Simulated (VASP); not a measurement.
# As (P4_2/mnm) in VASP: relaxation of cell and atoms with PBE

Aim: the relaxation of cell and atoms of As with PBE.

Program: VASP 6.6.1. These are calculated values, not measurements. Logs are shortened: lines on timing, memory, paths and dates and some standing lists are left out, and cuts for length are marked.

### 1 The cell of the first run

It takes space group P4_2/mnm (No. 136, tetragonal). Conventional cell: a = 5.210 Å, b = 5.210 Å, c = 3.172 Å, α = 90.00°, β = 90.00°, γ = 90.00°. As (site symmetry m2m) has 13 As at 2.99 to 3.75 Å within 3.9 Å.

### 2 Relaxation of cell and atoms, PBE

File INCAR:

```
ALGO = Normal
EDIFF = 1E-7
EDIFFG = -0.04
ENCUT = 510
GGA = PE
GGA_COMPAT = False
IBRION = 2
ISIF = 3
ISMEAR = 0
LASPH = True
LCHARG = False
LREAL = False
LWAVE = False
NELM = 120
NELMIN = 4
NSW = 90
PREC = Accurate
SIGMA = 0.1
```

File KPOINTS:

```
k-points
0
Gamma
  4 4 6
```

File POSCAR:

```
As
1.0
    5.2103367200      0.0000000000      0.0000000000
    0.0000000000      5.2103367200      0.0000000000
    0.0000000000      0.0000000000      3.1723584700
As
4
Direct
    0.7974080100      0.7974080100      0.0000000000
    0.2025919900      0.2025919900      0.0000000000
    0.7025919900      0.2974080100      0.5000000000
    0.2974080100      0.7025919900      0.5000000000
```

Potentials or basis: VASP PAW PBE potentials, release 64 (As_d).

Run with:

```sh
> cat potpaw_PBE.64/As_d/POTCAR > POTCAR
> mpirun -np 1 vasp_std > vasp.out
```

OUTCAR:

```text
EDIFF = 1E-7
   EDIFFG = -0.04
   ENCUT = 510
   GGA = PE
   IBRION = 2
   ISIF = 3
   ISMEAR = 0
   LASPH = True
   LREAL = False
   NELM = 120
   NELMIN = 4
   NSW = 90
   PREC = Accurate

 ion  position               nearest neighbor table
   1  0.797  0.797  0.000-
   2  0.203  0.203  0.000-
   3  0.703  0.297  0.500-
   4  0.297  0.703  0.500-

  LATTYP: Found a simple tetragonal cell.
 ALAT       =     5.2103367200
 C/A-ratio  =     0.6088586286

  Lattice vectors:

 A1 = (   5.2103367200,   0.0000000000,   0.0000000000)
 A2 = (   0.0000000000,   5.2103367200,   0.0000000000)
 A3 = (   0.0000000000,   0.0000000000,   3.1723584700)

Analysis of symmetry for initial positions (statically):
=====================================================================
 Subroutine PRICEL returns:
 Original cell was already a primitive cell.

 Routine SETGRP: Setting up the symmetry group for a
 simple tetragonal supercell.

 Subroutine GETGRP returns: Found 16 space group operations
 (whereof  8 operations were pure point group operations)
 out of a pool of 16 trial point group operations.

The static configuration has the point symmetry D_2h.
 The point group associated with its full space group is D_4h.

Analysis of symmetry for dynamics (positions and initial velocities):
=====================================================================
 Subroutine PRICEL returns:
 Original cell was already a primitive cell.

 Routine SETGRP: Setting up the symmetry group for a
 simple tetragonal supercell.

 Subroutine GETGRP returns: Found 16 space group operations
 (whereof  8 operations were pure point group operations)
 out of a pool of 16 trial point group operations.

The dynamic configuration has the point symmetry D_2h.
 The point group associated with its full space group is D_4h.

 Subroutine INISYM returns: Found 16 space group operations
 (whereof  8 operations are pure point group operations),
 and found     1 'primitive' translations

----------------------------------------------------------------------------------------

                                     Primitive cell

  volume of cell :      86.1219

  direct lattice vectors                    reciprocal lattice vectors
     5.210336720  0.000000000  0.000000000     0.191926176  0.000000000  0.000000000
     0.000000000  5.210336720  0.000000000     0.000000000  0.191926176  0.000000000
     0.000000000  0.000000000  3.172358470     0.000000000  0.000000000  0.315222888

  length of vectors
     5.210336720  5.210336720  3.172358470     0.191926176  0.191926176  0.315222888

  position of ions in fractional coordinates (direct lattice)
     0.797408010  0.797408010  0.000000000
     0.202591990  0.202591990  0.000000000
     0.702591990  0.297408010  0.500000000
     0.297408010  0.702591990  0.500000000

  ion indices of the primitive-cell ions
   primitive index   ion index
                 1           1
                 2           2
                 3           3
                 4           4

----------------------------------------------------------------------------------------

 KPOINTS: k-points

Automatic generation of k-mesh.
 Grid dimensions read from file:
 generate k-points for:    4    4    6

 Generating k-lattice:

  Cartesian coordinates                     Fractional coordinates (reciprocal lattice)
     0.047981544  0.000000000  0.000000000     0.250000000  0.000000000  0.000000000
     0.000000000  0.047981544  0.000000000     0.000000000  0.250000000  0.000000000
     0.000000000  0.000000000  0.052537148     0.000000000  0.000000000  0.166666667

  Length of vectors
     0.047981544  0.047981544  0.052537148

  Shift w.r.t. Gamma in fractional coordinates (k-lattice)
     0.000000000  0.000000000  0.000000000

 Subroutine IBZKPT returns following result:
 ===========================================

 Found     24 irreducible k-points:

 Following reciprocal coordinates:
            Coordinates               Weight
  0.000000  0.000000  0.000000      1.000000
  0.250000  0.000000  0.000000      4.000000
  0.500000  0.000000  0.000000      2.000000
  0.250000  0.250000  0.000000      4.000000
  0.500000  0.250000  0.000000      4.000000
  0.500000  0.500000  0.000000      1.000000
[... 16 lines left out ...]
  0.500000  0.250000  0.500000      4.000000
  0.500000  0.500000  0.500000      1.000000
   k-points           NKPTS =     24   k-points in BZ     NKDIM =     24   number of bands    NBANDS=     36
   number of dos      NEDOS =    301   number of ions     NIONS =      4
   total plane-waves  NPLWV =  38400
   dimension x,y,z NGX =    40 NGY =   40 NGZ =   24
   dimension x,y,z NGXF=    80 NGYF=   80 NGZF=   48
   ions per type =               4
   NGX,Y,Z   is equivalent  to a cutoff of  12.76, 12.76, 12.58 a.u.
   NGXF,Y,Z  is equivalent  to a cutoff of  25.53, 25.53, 25.15 a.u.
 SYSTEM =  unknown system
   PREC   = accura    normal or accurate (medium, high low for compatibility)
   ISTART =      0    job   : 0-new  1-cont  2-samecut
   ICHARG =      2    charge: 1-file 2-atom 10-const
   ISPIN  =      1    spin polarized calculation?
   LNONCOLLINEAR =      F non collinear calculations
   LSORBIT =      F    spin-orbit coupling
   LASPH  =      T    aspherical Exc in radial PAW
   ENCUT  =  510.0 eV  37.48 Ry    6.12 a.u.   9.59  9.59  5.84*2*pi/ulx,y,z
   NELM   =    120;   NELMIN=  4; NELMDL= -5     # of ELM steps
   EDIFF  = 0.1E-06   stopping-criterion for ELM
   LREAL  =      F    real-space projection
   EDIFFG = -.4E-01   stopping-criterion for IOM
   NSW    =     90    number of steps for IOM
   IBRION =      2    ionic relax: 0-MD 1-quasi-New 2-CG
   NFREE  =      1    steps in history (QN), initial steepest desc. (CG)
   ISIF   =      3    stress and relaxation
   ISYM   =      2    0-nonsym 1-usesym 2-fastsym
   POTIM  = 0.5000    time-step for ionic-motion
   TEBEG  =    0.0;   TEEND  =   0.0 temperature during run
   PSTRESS=    0.0 pullay stress
   NELECT =      60.0000    total number of electrons
   NUPDOWN=      -1.0000    fix difference up-down
   EMIN   =  10.00;   EMAX   =-10.00  energy-range for DOS
   EFERMI =   0.00;   METHOD = LEGACY
   ISMEAR =     0;   SIGMA  =   0.10  broadening in eV -4-tet -1-fermi 0-gaus
   EFERMI_NEDOS =   21; number of points for ismear=-14 and -15
   IALGO  =     38    algorithm
   IMIX   =      4    mixing-type and parameters
     AMIX     =   0.40;   BMIX     =  1.00
     AMIX_MAG =   1.60;   BMIX_MAG =  1.00
  volume/ion in A,a.u.               =      21.53       145.29
  Fermi-wavevector in a.u.,A,eV,Ry     =   1.451289  2.742539 28.657140  2.106240
  Thomas-Fermi vector in A             =   2.568803
   LORBIT       =      0    0 simple, 1 ext, 2 COOP (PROOUT), +10 PAW based schemes
   GGA     = PE    functional components
   LHFCALC =     F    Hartree Fock is set to
   AEXX    =    0.0000 exact exchange contribution
   IVDW    =     0    specifies the selected vdW correction
   LEPSILON=     F    determine dielectric tensor
   LRPA    =     F    only Hartree local field effects (RPA)
 conjugate gradient relaxation of ions
 non-spin polarized calculation
 Gauss-broadening in eV      SIGMA  =   0.10
  energy-cutoff  :      510.00
  volume of cell :       86.12
 maximum number of plane-waves:      2308
 NGX is ok and might be reduce to    40
   NGX = 19   NGY = 19   NGZ = 11

--------------------------------------- Ionic step        1  -------------------------------------------

 number of electron      60.0000034 magnetization

 Free energy of the ion-electron system (eV)
  ---------------------------------------------------
  ext. energy  EPLUGINS =         0.00000000
  ---------------------------------------------------
  free energy    TOTEN  =       -16.63394930 eV

  energy without entropy =      -16.62569089  energy(sigma->0) =      -16.62982010

------------------------ aborting loop because EDIFF is reached ----------------------------------------

  FORCE on cell =-STRESS in cart. coord.  units (eV):
  Direction    XX          YY          ZZ          XY          YZ          ZX
  --------------------------------------------------------------------------------------
  -------------------------------------------------------------------------------------
  Total       -3.2855805     -3.2855805     -4.4401349      0.0000000      0.0000000      0.0000000
  in kB      -61.1235911    -61.1235911    -82.6024466      0.0000000      0.0000000      0.0000000
  external PRESSURE =     -68.2832096 kB  Pullay stress =       0.0000000 kB
[... 95 lines left out ...]
  FREE ENERGIE OF THE ION-ELECTRON SYSTEM (eV)
  ---------------------------------------------------
  free  energy   TOTEN  =       -16.8435169789 eV

  energy  without entropy=      -16.8369583223  energy(sigma->0) =      -16.84023765

[... ionic steps 4 to 9 ...]

--------------------------------------- Ionic step       10  -------------------------------------------

 number of electron      60.0000042 magnetization

------------------------ aborting loop because EDIFF is reached ----------------------------------------

  FORCE on cell =-STRESS in cart. coord.  units (eV):
  Direction    XX          YY          ZZ          XY          YZ          ZX
  --------------------------------------------------------------------------------------
  -------------------------------------------------------------------------------------
  Total        0.1801077      0.1801077      0.2283768      0.0000000      0.0000000      0.0000000
  in kB        3.7405919      3.7405919      4.7430769      0.0000000      0.0000000      0.0000000
  external PRESSURE =       4.0747536 kB  Pullay stress =       0.0000000 kB
[... 61 lines left out ...]
  energy  without entropy=      -16.8695382321  energy(sigma->0) =      -16.87011162

--------------------------------------- Ionic step       12  -------------------------------------------

 number of electron      60.0000027 magnetization

 Free energy of the ion-electron system (eV)
  ---------------------------------------------------
  ext. energy  EPLUGINS =         0.00000000
  ---------------------------------------------------
  free energy    TOTEN  =       -16.87108957 eV

  energy without entropy =      -16.87000618  energy(sigma->0) =      -16.87054787

 E-fermi :   4.5121     XC(G=0): -11.4490

 val. band max:        4.3455084750   @ k =   0.2500   0.2500   0.3333
 cond. band min:       4.6572481444   @ k =   0.2500   0.2500   0.5000
 fundamental gap:      0.3117396694
 Fermi energy:         4.5120804466

 k-point     1 :       0.0000    0.0000    0.0000
  band No.  band energies     occupation
      1     -31.7769      2.00000
      2     -31.7627      2.00000
      3     -31.7612      2.00000
      4     -31.7612      2.00000
      5     -31.7567      2.00000
      6     -31.7517      2.00000
[... 956 lines left out ...]
  FREE ENERGIE OF THE ION-ELECTRON SYSTEM (eV)
  ---------------------------------------------------
  free  energy   TOTEN  =       -16.8710895659 eV

  energy  without entropy=      -16.8700061759  energy(sigma->0) =      -16.87054787

 reached required accuracy - stopping structural energy minimisation
```

Run time: 7.5 min. Hardware: 1 thread of Intel Xeon Platinum 8488C (Sapphire Rapids), shared host; peak memory 0.21 GiB.

Results:

* Free energy: -16.8711 eV
* Relaxed volume: 19.39 Å³/atom
* Relaxed cell: a = 5.140 Å, b = 5.140 Å, c = 2.936 Å, α = 90.00°, β = 90.00°, γ = 90.00°
* Space group after relaxing (to 0.1 Å): P4_2/mnm (No. 136)
* Energy gained by relaxing: 59.3 meV/atom
* Ionic steps: 12
* Pressure after relaxing: -0.1 GPa
* Largest force after relaxing: 0.032 eV/Å
* Band gap on the k mesh: zero (bands 30 and 31 overlap by 3.55 eV)

Forces on the atoms (eV/Å):
```
As  -0.022 -0.022  0.000
As   0.022  0.022  0.000
As   0.022 -0.022  0.000
As  -0.022  0.022  0.000
```

The path:
```csv
step,energy change (eV),largest force (eV/Å),pressure (GPa),volume (Å³)
1,0.0000,0.0895,-6.83,86.12
2,-0.1921,0.1247,2.80,75.18
3,-0.2096,0.1171,0.24,77.39
4,-0.2198,0.1016,0.27,77.33
5,-0.2222,0.0862,0.27,77.30
6,-0.2304,0.0506,0.28,77.23
7,-0.2305,0.0276,0.59,77.06
8,-0.2363,0.0357,0.34,77.16
9,-0.2365,0.0333,0.40,77.14
10,-0.2366,0.0339,0.41,77.14
11,-0.2367,0.0300,-0.48,77.90
12,-0.2371,0.0317,-0.06,77.56
```

Final structure:
```
As
1.0
     5.13975    0.00000    0.00000
     0.00000    5.13975    0.00000
     0.00000    0.00000    2.93590
As
4
Direct
  0.79425 0.79425 0.00000
  0.20575 0.20575 0.00000
  0.70575 0.29425 0.50000
  0.29425 0.70575 0.50000
```

The gap in the log of VASP goes by the Fermi energy; the results here count the filled bands.